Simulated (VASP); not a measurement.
# TiSe (P4/nmm) in VASP: single point with LDA

Aim: the single point of TiSe with LDA.

Program: VASP 6.6.1. These are calculated values, not measurements. Logs are shortened: lines on timing, memory, paths and dates and some standing lists are left out, and cuts for length are marked.

## (1) The cell of the first run

It takes space group P4/nmm (No. 129, tetragonal). The conventional cell has a = 4.178 Å, b = 4.178 Å, c = 5.984 Å, α = 90.00°, β = 90.00°, γ = 90.00°. Within 3.3 Å of Ti (site symmetry -4m2) lie 4 Se at 2.53 Å and 4 Ti at 2.95 Å. Within 3.3 Å of Se (site symmetry 4mm) lie 4 Ti at 2.53 Å.

## (2) Single point, LDA

Input file INCAR:

```
PREC = Accurate ; ENCUT = 520
EDIFF = 1E-6 ; ISMEAR = 1
SIGMA = 0.1 ; LREAL = False
LASPH = True ; NELM = 100
ALGO = Normal ; ISIF = 2
LWAVE = False ; LCHARG = False
GGA = CA ; NBANDS = 26
```

Input file KPOINTS:

```
Automatic mesh
0
Gamma
  6 6 4
```

Input file POSCAR:

```
TiSe
1.0
    4.1783570000      0.0000000000      0.0000000000
    0.0000000000      4.1783570000      0.0000000000
    0.0000000000      0.0000000000      5.9844230000
Ti Se
2 2
Direct
    0.5000000000      0.5000000000      0.0000000000
    0.0000000000      0.0000000000      0.0000000000
    0.5000000000      0.0000000000      0.2394440000
    0.0000000000      0.5000000000      0.7605560000
```

Potentials or basis: VASP PAW LDA potentials, release 64 (Ti_sv, Se).

On the command line:

```console
$ cat potpaw_LDA.64/Ti_sv/POTCAR potpaw_LDA.64/Se/POTCAR > POTCAR
$ mpirun -np 1 vasp_std > vasp.out
```

OUTCAR:

```text
PREC = Accurate
   ENCUT = 520
   EDIFF = 1E-6
   ISMEAR = 1
   LREAL = False
   LASPH = True
   NELM = 100
   ISIF = 2
   GGA = CA

 ion  position               nearest neighbor table
   1  0.500  0.500  0.000-   3 2.53   4 2.53   3 2.53   4 2.53
   2  0.000  0.000  0.000-   3 2.53   4 2.53   4 2.53   3 2.53
   3  0.500  0.000  0.239-   1 2.53   2 2.53   1 2.53   2 2.53
   4  0.000  0.500  0.761-   1 2.53   2 2.53   2 2.53   1 2.53

  LATTYP: Found a simple tetragonal cell.
 ALAT       =     4.1783570000
 C/A-ratio  =     1.4322431042

  Lattice vectors:

 A1 = (   4.1783570000,   0.0000000000,   0.0000000000)
 A2 = (   0.0000000000,   4.1783570000,   0.0000000000)
 A3 = (   0.0000000000,   0.0000000000,   5.9844230000)

Analysis of symmetry for initial positions (statically):
=====================================================================
 Subroutine PRICEL returns:
 Original cell was already a primitive cell.

 Routine SETGRP: Setting up the symmetry group for a
 simple tetragonal supercell.

 Subroutine GETGRP returns: Found 16 space group operations
 (whereof  8 operations were pure point group operations)
 out of a pool of 16 trial point group operations.

The static configuration has the point symmetry D_2d.
 The point group associated with its full space group is D_4h.

Analysis of symmetry for dynamics (positions and initial velocities):
=====================================================================
 Subroutine PRICEL returns:
 Original cell was already a primitive cell.

 Routine SETGRP: Setting up the symmetry group for a
 simple tetragonal supercell.

 Subroutine GETGRP returns: Found 16 space group operations
 (whereof  8 operations were pure point group operations)
 out of a pool of 16 trial point group operations.

The dynamic configuration has the point symmetry D_2d.
 The point group associated with its full space group is D_4h.

 Subroutine INISYM returns: Found 16 space group operations
 (whereof  8 operations are pure point group operations),
 and found     1 'primitive' translations

----------------------------------------------------------------------------------------

                                     Primitive cell

[... 89 lines left out ...]
   LNONCOLLINEAR =      F non collinear calculations
   LSORBIT =      F    spin-orbit coupling
   LASPH  =      T    aspherical Exc in radial PAW
   ENCUT  =  520.0 eV  38.22 Ry    6.18 a.u.   7.77  7.77 11.13*2*pi/ulx,y,z
   NELM   =    100;   NELMIN=  2; NELMDL= -5     # of ELM steps
   EDIFF  = 0.1E-05   stopping-criterion for ELM
   LREAL  =      F    real-space projection
   EDIFFG = 0.1E-04   stopping-criterion for IOM
   NSW    =      0    number of steps for IOM
   IBRION =     -1    ionic relax: 0-MD 1-quasi-New 2-CG
   NFREE  =      0    steps in history (QN), initial steepest desc. (CG)
   ISIF   =      2    stress and relaxation
   ISYM   =      2    0-nonsym 1-usesym 2-fastsym
   POTIM  = 0.5000    time-step for ionic-motion
   TEBEG  =    0.0;   TEEND  =   0.0 temperature during run
   PSTRESS=    0.0 pullay stress
   NELECT =      36.0000    total number of electrons
   NUPDOWN=      -1.0000    fix difference up-down
   EMIN   =  10.00;   EMAX   =-10.00  energy-range for DOS
   EFERMI =   0.00;   METHOD = LEGACY
   ISMEAR =     1;   SIGMA  =   0.10  broadening in eV -4-tet -1-fermi 0-gaus
   EFERMI_NEDOS =   21; number of points for ismear=-14 and -15
   IALGO  =     38    algorithm
   IMIX   =      4    mixing-type and parameters
     AMIX     =   0.40;   BMIX     =  1.00
     AMIX_MAG =   1.60;   BMIX_MAG =  1.00
  volume/ion in A,a.u.               =      26.12       176.27
  Fermi-wavevector in a.u.,A,eV,Ry     =   1.147707  2.168853 17.922035  1.317232
  Thomas-Fermi vector in A             =   2.284386
   LORBIT       =      0    0 simple, 1 ext, 2 COOP (PROOUT), +10 PAW based schemes
   GGA     = CA    functional components
   LHFCALC =     F    Hartree Fock is set to
   AEXX    =    0.0000 exact exchange contribution
   IVDW    =     0    specifies the selected vdW correction
   LEPSILON=     F    determine dielectric tensor
   LRPA    =     F    only Hartree local field effects (RPA)
 non-spin polarized calculation
 Methfessel and Paxton  Order N= 1 SIGMA  =   0.10
  energy-cutoff  :      520.00
  volume of cell :      104.48
 maximum number of plane-waves:      2830
 NGX is ok and might be reduce to    32
   NGX = 15   NGY = 15   NGZ = 23

 number of electron      35.9999992 magnetization

 Free energy of the ion-electron system (eV)
  ---------------------------------------------------
  ext. energy  EPLUGINS =         0.00000000
  ---------------------------------------------------
  free energy    TOTEN  =       -28.58655931 eV

  energy without entropy =      -28.58621929  energy(sigma->0) =      -28.58644597

 E-fermi :   3.9510     XC(G=0):  -9.2134

 val. band max:        3.9110984492   @ k =   0.3333   0.3333   0.2500
 cond. band min:       3.9561865633   @ k =   0.3333   0.3333   0.5000
 fundamental gap:      0.0450881141
 Fermi energy:         3.9510016686

 k-point     1 :       0.0000    0.0000    0.0000
  band No.  band energies     occupation
      1     -52.5720      2.00000
      2     -52.4974      2.00000
      3     -29.4036      2.00000
      4     -29.3150      2.00000
      5     -29.2918      2.00000
      6     -29.2918      2.00000
[... 685 lines left out ...]
     25       6.6740      0.00000
     26       6.6740      0.00000

 [... further k-points ...]

------------------------ aborting loop because EDIFF is reached ----------------------------------------

  FORCE on cell =-STRESS in cart. coord.  units (eV):
  Direction    XX          YY          ZZ          XY          YZ          ZX
  --------------------------------------------------------------------------------------
  -------------------------------------------------------------------------------------
  Total       -3.4717385     -3.4717385     -2.3569643      0.0000000      0.0000000      0.0000000
  in kB      -53.2383050    -53.2383050    -36.1435015      0.0000000      0.0000000      0.0000000
  external PRESSURE =     -47.5400372 kB  Pullay stress =       0.0000000 kB

 VOLUME and BASIS-vectors are now :
 -----------------------------------------------------------------------------
  energy-cutoff  :      520.00
  volume of cell :      104.48
      direct lattice vectors                 reciprocal lattice vectors
     4.178357000  0.000000000  0.000000000     0.239328521  0.000000000  0.000000000
     0.000000000  4.178357000  0.000000000     0.000000000  0.239328521  0.000000000
     0.000000000  0.000000000  5.984423000     0.000000000  0.000000000  0.167100487

 POSITION                                       TOTAL-FORCE (eV/Angst)
 -----------------------------------------------------------------------------------
      2.08918      2.08918      0.00000         0.000000     -0.000000      0.000000
      0.00000      0.00000      0.00000        -0.000000      0.000000      0.000000
      2.08918      0.00000      1.43293        -0.000000      0.000000     -0.530197
      0.00000      2.08918      4.55149         0.000000      0.000000      0.530197
 -----------------------------------------------------------------------------------
    total drift:                                0.000000     -0.000000     -0.000000

  FREE ENERGIE OF THE ION-ELECTRON SYSTEM (eV)
  ---------------------------------------------------
  free  energy   TOTEN  =       -28.5865593108 eV

  energy  without entropy=      -28.5862192912  energy(sigma->0) =      -28.58644597
```

OSZICAR:

```text
N       E                     dE             d eps       ncg     rms          rms(c)
DAV:   1     0.387858043928E+03    0.38786E+03   -0.17157E+04  1568   0.138E+03
DAV:   2     0.138727132285E+02   -0.37399E+03   -0.36366E+03  1602   0.405E+02
DAV:   3    -0.278189654819E+02   -0.41692E+02   -0.40932E+02  2544   0.127E+02
DAV:   4    -0.311606695737E+02   -0.33417E+01   -0.33223E+01  2402   0.298E+01
DAV:   5    -0.313268979041E+02   -0.16623E+00   -0.16620E+00  2230   0.509E+00    0.135E+01
DAV:   6    -0.289255537922E+02    0.24013E+01   -0.14046E+01  2170   0.304E+01    0.477E+00
DAV:   7    -0.286470187573E+02    0.27854E+00   -0.17824E+00  2052   0.104E+01    0.301E+00
DAV:   8    -0.285866486198E+02    0.60370E-01   -0.28267E-01  2062   0.363E+00    0.748E-01
DAV:   9    -0.285864292113E+02    0.21941E-03   -0.25124E-02  2022   0.120E+00    0.382E-01
DAV:  10    -0.285865444442E+02   -0.11523E-03   -0.18902E-03  2254   0.316E-01    0.114E-01
DAV:  11    -0.285865622593E+02   -0.17815E-04   -0.21086E-04  1996   0.901E-02    0.372E-02
DAV:  12    -0.285865599727E+02    0.22866E-05   -0.33908E-05  2038   0.423E-02    0.150E-02
DAV:  13    -0.285865593108E+02    0.66191E-06   -0.52839E-06  1738   0.154E-02
   1 F= -.28586559E+02 E0= -.28586446E+02  d E =-.340020E-03
```

stdout:

```text
POSCAR found type information on POSCAR TiSe
 POSCAR found :  2 types and       4 ions
 scaLAPACK will be used
 LDA part: xc-table for (Slater(with rela. corr.)+CA(PZ))
 , standard interpolation
 POSCAR, INCAR and KPOINTS ok, starting setup
 FFT: planning ... GRIDC
 FFT: planning ... GRID_SOFT
 FFT: planning ... GRID
 WAVECAR not read
 entering main loop
```

Wall time 95 s (1 thread of AMD EPYC 7R43 (Zen 3), shared host); peak memory 0.18 GiB.

What came out:

```yaml
Free_energy: -28.5866 eV
Pressure: -4.8 GPa
Largest_force: 0.530 eV/Å
Band_gap_on_the_k_mesh: zero (band 18 reaches 4.61 eV, above the bottom of band 19 at 3.35 eV)
```

Forces on the atoms (eV/Å):
```
Ti   0.000  0.000  0.000
Ti   0.000  0.000  0.000
Se   0.000  0.000 -0.530
Se   0.000  0.000  0.530
```

Stress tensor (GPa, compression positive):
```
-5.32  0.00  0.00
 0.00 -5.32  0.00
 0.00  0.00 -3.61
```

Levels at points of the mesh, in eV from the Fermi level:
| k point | band 14 | band 15 | band 16 | band 17 | band 18 | band 19 | band 20 | band 21 | band 22 | band 23 |
| --- | --- | --- | --- | --- | --- | --- | --- | --- | --- | --- |
| (0.00, 0.00, 0.00) | -3.79 | -3.30 | -3.30 | -1.33 | 0.66 | 0.76 | 1.08 | 1.30 | 1.71 | 1.71 |
| (0.50, 0.00, 0.00) | -3.72 | -3.52 | -3.52 | 0.11 | 0.11 | 0.13 | 0.13 | 0.60 | 0.60 | 2.36 |
| (0.50, 0.50, 0.00) | -3.37 | -2.96 | -2.96 | -0.89 | -0.89 | -0.60 | -0.60 | 1.21 | 1.21 | 1.41 |
| (0.00, 0.00, 0.50) | -3.94 | -3.13 | -3.13 | -1.33 | 0.46 | 0.79 | 1.31 | 1.79 | 1.79 | 2.07 |
| (0.50, 0.00, 0.50) | -3.52 | -3.31 | -3.31 | 0.10 | 0.10 | 0.25 | 0.25 | 0.52 | 0.52 | 2.50 |
| (0.50, 0.50, 0.50) | -3.78 | -3.09 | -3.09 | -0.71 | -0.71 | -0.40 | -0.40 | 0.96 | 0.96 | 1.41 |
